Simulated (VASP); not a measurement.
# Mg3Te2O (P4mm) in VASP: a series of runs, part 2 of 3

VASP 6.6.1.

### 3 Single point, PBE

This run uses another cell than the first one, of 23.50 Å³/atom.

Contents of INCAR:

```
SYSTEM = Mg3Te2O
PREC = Accurate
ENCUT = 520
EDIFF = 1E-6
ISMEAR = 0
SIGMA = 0.1
LREAL = .FALSE.
LASPH = .TRUE.
NELM = 80
ALGO = Normal
ISIF = 2
LWAVE = .FALSE.
LCHARG = .FALSE.
GGA = PE
NBANDS = 21
```

Contents of KPOINTS:

```
Automatic mesh
0
G
  4 4 2
  0 0 0
```

Contents of POSCAR:

```
Mg3Te2O
1.0
    4.4261642202      0.0000000000      0.0000000000
    0.0000000000      4.4261642202      0.0000000000
    0.0000000000      0.0000000000      7.1960902925
Mg Te O
3 2 1
Direct
    0.5000000000      0.0000000000      0.6223657130
    0.0000000000      0.5000000000      0.6223657130
    0.5000000000      0.5000000000      0.3016832942
    0.5000000000      0.0000000000      0.0355275798
    0.0000000000      0.5000000000      0.0355275798
    0.0000000000      0.0000000000      0.6044679603
```

Potentials or basis: VASP PAW PBE potentials, release 64 (Mg, Te, O).

Started as:

```
cat potpaw_PBE.64/Mg/POTCAR potpaw_PBE.64/Te/POTCAR potpaw_PBE.64/O/POTCAR > POTCAR
mpirun -np 1 vasp_std > vasp.out
```

OUTCAR:

```text
SYSTEM = Mg3Te2O
   PREC = Accurate
   ENCUT = 520
   EDIFF = 1E-6
   ISMEAR = 0
   LREAL = .FALSE.
   LASPH = .TRUE.
   NELM = 80
   ISIF = 2
   GGA = PE

 ion  position               nearest neighbor table
   1  0.500  0.000  0.622-   6 2.22   6 2.22   4 2.97   2 3.13   2 3.13   2 3.13   2 3.13   3 3.20
                             3 3.20
   2  0.000  0.500  0.622-   6 2.22   6 2.22   5 2.97   1 3.13   1 3.13   1 3.13   1 3.13   3 3.20
                             3 3.20
   3  0.500  0.500  0.302-   4 2.93   5 2.93   4 2.93   5 2.93   1 3.20   1 3.20   2 3.20   2 3.20

   4  0.500  0.000  0.036-   3 2.93   3 2.93   1 2.97   5 3.13   5 3.13   5 3.13   5 3.13
   5  0.000  0.500  0.036-   3 2.93   3 2.93   2 2.97   4 3.13   4 3.13   4 3.13   4 3.13
   6  0.000  0.000  0.604-   1 2.22   2 2.22   2 2.22   1 2.22

  LATTYP: Found a simple tetragonal cell.
 ALAT       =     4.4261642202
 C/A-ratio  =     1.6258073434

  Lattice vectors:

 A1 = (   4.4261642202,   0.0000000000,   0.0000000000)
 A2 = (   0.0000000000,   4.4261642202,   0.0000000000)
 A3 = (   0.0000000000,   0.0000000000,   7.1960902925)

Analysis of symmetry for initial positions (statically):
=====================================================================
 Subroutine PRICEL returns:
 Original cell was already a primitive cell.

 Routine SETGRP: Setting up the symmetry group for a
 simple tetragonal supercell.

 Subroutine GETGRP returns: Found  8 space group operations
 (whereof  8 operations were pure point group operations)
 out of a pool of 16 trial point group operations.

The static configuration has the point symmetry C_4v.

Analysis of symmetry for dynamics (positions and initial velocities):
=====================================================================
 Subroutine PRICEL returns:
 Original cell was already a primitive cell.

 Routine SETGRP: Setting up the symmetry group for a
 simple tetragonal supercell.

 Subroutine GETGRP returns: Found  8 space group operations
 (whereof  8 operations were pure point group operations)
 out of a pool of 16 trial point group operations.
[... 119 lines left out ...]
  Thomas-Fermi vector in A             =   2.031115
   LORBIT       =      0    0 simple, 1 ext, 2 COOP (PROOUT), +10 PAW based schemes
   GGA     = PE    functional components
   LHFCALC =     F    Hartree Fock is set to
   AEXX    =    0.0000 exact exchange contribution
   IVDW    =     0    specifies the selected vdW correction
   LEPSILON=     F    determine dielectric tensor
   LRPA    =     F    only Hartree local field effects (RPA)
 non-spin polarized calculation
 Gauss-broadening in eV      SIGMA  =   0.10
  energy-cutoff  :      520.00
  volume of cell :      140.98
 maximum number of plane-waves:      3823
 NGX is ok and might be reduce to    36
   NGX = 17   NGY = 17   NGZ = 27

 number of electron      23.9999996 magnetization

 Free energy of the ion-electron system (eV)
  ---------------------------------------------------
  ext. energy  EPLUGINS =         0.00000000
  ---------------------------------------------------
  free energy    TOTEN  =       -19.71704398 eV

  energy without entropy =      -19.69470336  energy(sigma->0) =      -19.70587367

 E-fermi :   4.8105     XC(G=0):  -8.8721

 val. band max:        4.8081391384   @ k =   0.2500   0.0000   0.0000
 cond. band min:       4.8601683421   @ k =   0.5000   0.2500   0.0000
 fundamental gap:      0.0520292037
 Fermi energy:         4.8105006408

 k-point     1 :       0.0000    0.0000    0.0000
  band No.  band energies     occupation
      1     -13.0506      2.00000
      2      -8.7577      2.00000
      3      -4.5647      2.00000
      4      -0.9559      2.00000
      5       0.1454      2.00000
      6       0.1454      2.00000
[... 277 lines left out ...]
     20       8.2771      0.00000
     21      11.5385      0.00000

------------------------ aborting loop because EDIFF is reached ----------------------------------------

  FORCE on cell =-STRESS in cart. coord.  units (eV):
  Direction    XX          YY          ZZ          XY          YZ          ZX
  --------------------------------------------------------------------------------------
  -------------------------------------------------------------------------------------
  Total       -0.0401707     -0.0401707     -0.1297717      0.0000000      0.0000000      0.0000000
  in kB       -0.4565293     -0.4565293     -1.4748202      0.0000000      0.0000000      0.0000000
  external PRESSURE =      -0.7959596 kB  Pullay stress =       0.0000000 kB

 VOLUME and BASIS-vectors are now :
 -----------------------------------------------------------------------------
  energy-cutoff  :      520.00
  volume of cell :      140.98
      direct lattice vectors                 reciprocal lattice vectors
     4.426164220  0.000000000  0.000000000     0.225929258  0.000000000  0.000000000
     0.000000000  4.426164220  0.000000000     0.000000000  0.225929258  0.000000000
     0.000000000  0.000000000  7.196090293     0.000000000  0.000000000  0.138964349

 POSITION                                       TOTAL-FORCE (eV/Angst)
 -----------------------------------------------------------------------------------
      2.21308      0.00000      4.47860         0.000000     -0.000000     -0.004850
      0.00000      2.21308      4.47860         0.000000     -0.000000     -0.004850
      2.21308      2.21308      2.17094         0.000000     -0.000000     -0.001058
      2.21308      0.00000      0.25566         0.000000      0.000000      0.000076
      0.00000      2.21308      0.25566        -0.000000     -0.000000      0.000076
      0.00000      0.00000      4.34981         0.000000      0.000000      0.010607
 -----------------------------------------------------------------------------------
    total drift:                               -0.000000     -0.000000      0.000197

  FREE ENERGIE OF THE ION-ELECTRON SYSTEM (eV)
  ---------------------------------------------------
  free  energy   TOTEN  =       -19.7170439765 eV

  energy  without entropy=      -19.6947033565  energy(sigma->0) =      -19.70587367
```

OSZICAR:

```text
N       E                     dE             d eps       ncg     rms          rms(c)
DAV:   1     0.987961708031E+02    0.98796E+02   -0.91286E+03   504   0.921E+02
DAV:   2    -0.114918649142E+02   -0.11029E+03   -0.10558E+03   640   0.155E+02
DAV:   3    -0.226810201659E+02   -0.11189E+02   -0.11109E+02   641   0.536E+01
DAV:   4    -0.228294588939E+02   -0.14844E+00   -0.14838E+00   630   0.682E+00
DAV:   5    -0.228313301532E+02   -0.18713E-02   -0.18712E-02   657   0.683E-01    0.129E+01
DAV:   6    -0.201243151111E+02    0.27070E+01   -0.14743E+01   563   0.192E+01    0.819E+00
DAV:   7    -0.197917278207E+02    0.33259E+00   -0.17878E+00   539   0.726E+00    0.509E+00
DAV:   8    -0.197657361898E+02    0.25992E-01   -0.65975E-01   529   0.438E+00    0.256E+00
DAV:   9    -0.197217741928E+02    0.43962E-01   -0.51772E-02   554   0.112E+00    0.113E+00
DAV:  10    -0.197211127801E+02    0.66141E-03   -0.40896E-03   584   0.343E-01    0.826E-01
DAV:  11    -0.197171290450E+02    0.39837E-02   -0.90280E-03   544   0.404E-01    0.169E-01
DAV:  12    -0.197170559094E+02    0.73136E-04   -0.83385E-04   574   0.141E-01    0.122E-01
DAV:  13    -0.197170460382E+02    0.98712E-05   -0.39221E-05   582   0.379E-02    0.823E-02
DAV:  14    -0.197170434327E+02    0.26055E-05   -0.72192E-05   569   0.423E-02    0.375E-02
DAV:  15    -0.197170439765E+02   -0.54382E-06   -0.34387E-06   574   0.104E-02
   1 F= -.19717044E+02 E0= -.19705874E+02  d E =-.223406E-01
```

Wall time 35 s (1 thread of AMD EPYC 9R45 (Zen 5), shared host); peak memory 0.21 GiB.

What came out:

| Property | Result |
| --- | --- |
| Free energy | -19.7170 eV |
| Pressure | -0.1 GPa |
| Largest force | 0.011 eV/Å |
| Band gap on the k mesh | zero (bands 12 and 13 overlap by 2.80 eV) |

Forces in eV/Å, atoms in the order of the input:
```
Mg   0.000  0.000 -0.005
Mg   0.000  0.000 -0.005
Mg   0.000  0.000 -0.001
Te   0.000  0.000  0.000
Te   0.000  0.000  0.000
O    0.000  0.000  0.011
```

Levels at points of the mesh, in eV from the Fermi level:
| k point | band 10 | band 11 | band 12 | band 13 | band 14 | band 15 |
| --- | --- | --- | --- | --- | --- | --- |
| (0.00, 0.00, 0.00) | -2.54 | -1.44 | 1.53 | 1.53 | 1.53 | 2.76 |
| (0.50, 0.00, 0.00) | -2.44 | -2.15 | -1.70 | -1.27 | -0.75 | 2.70 |
| (0.50, 0.50, 0.00) | -3.03 | -1.98 | -0.01 | 1.01 | 1.01 | 2.95 |
| (0.00, 0.00, 0.50) | -2.01 | -1.58 | 0.08 | 1.55 | 1.55 | 1.85 |
| (0.50, 0.00, 0.50) | -2.53 | -2.18 | -1.66 | -1.06 | 0.71 | 0.95 |
| (0.50, 0.50, 0.50) | -2.87 | -2.49 | 1.34 | 1.34 | 2.16 | 2.33 |

Caveat: the k points lie up to 0.44 Å⁻¹ apart, too coarse for converged energies and pressures of a metal; spin-orbit coupling is left out, which moves the levels of the heavy elements.

### 4 Single point, PBE

This run uses another cell than the first one, of 23.50 Å³/atom.

Contents of INCAR:

```
  PREC = Accurate
  ENCUT = 520
  EDIFF = 1E-7
  ISMEAR = 0
  SIGMA = 0.1
  LREAL = F
  LASPH = T
  NELM = 60
  ALGO = Normal
  ISIF = 2
  LWAVE = F
  LCHARG = F
  GGA = PE
  NBANDS = 21
```

Contents of KPOINTS:

```
regular mesh
0
Gamma
  4 4 4
```

POSCAR is that of step 3.

Started as:

```
cat potpaw_PBE.64/Mg/POTCAR potpaw_PBE.64/Te/POTCAR potpaw_PBE.64/O/POTCAR > POTCAR
mpirun -np 1 vasp_std > vasp.out
```

It took 48 s on 1 thread of AMD EPYC 9R45 (Zen 5), shared host; peak memory 0.23 GiB.

Results (log left out):

| Property | Result |
| --- | --- |
| Free energy | -19.7210 eV |
| Pressure | 0.0 GPa |
| Largest force | 0.019 eV/Å |
| Band gap on the k mesh | zero (bands 12 and 13 overlap by 2.79 eV) |

Forces in eV/Å, atoms in the order of the input:
```
Mg   0.000  0.000 -0.006
Mg   0.000  0.000 -0.006
Mg   0.000  0.000 -0.019
Te   0.000  0.000  0.019
Te   0.000  0.000  0.019
O    0.000  0.000 -0.007
```

Levels at points of the mesh, in eV from the Fermi level:
```
           k point  band 8  band 9  band 10  band 11  band 12  band 13  band 14  band 15  band 16  band 17
(0.00, 0.00, 0.00)   -4.00   -3.98    -2.51    -1.45     1.52     1.52     1.53     2.75     2.91     3.18
(0.50, 0.00, 0.00)   -2.83   -2.58    -2.42    -2.15    -1.70    -1.27    -0.75     2.69     3.05     4.39
(0.50, 0.50, 0.00)   -3.32   -3.32    -3.00    -1.99    -0.02     1.01     1.01     2.95     3.18     3.46
(0.00, 0.00, 0.50)   -4.11   -3.61    -2.01    -1.58     0.08     1.54     1.54     1.85     2.77     2.77
(0.50, 0.00, 0.50)   -3.14   -2.82    -2.53    -2.19    -1.67    -1.07     0.71     0.95     2.50     2.55
(0.50, 0.50, 0.50)   -2.91   -2.91    -2.84    -2.50     1.34     1.34     2.16     2.32     2.46     2.95
```

Caveat: spin-orbit coupling is left out, which moves the levels of the heavy elements.

(Continued in part 3 of 3.)
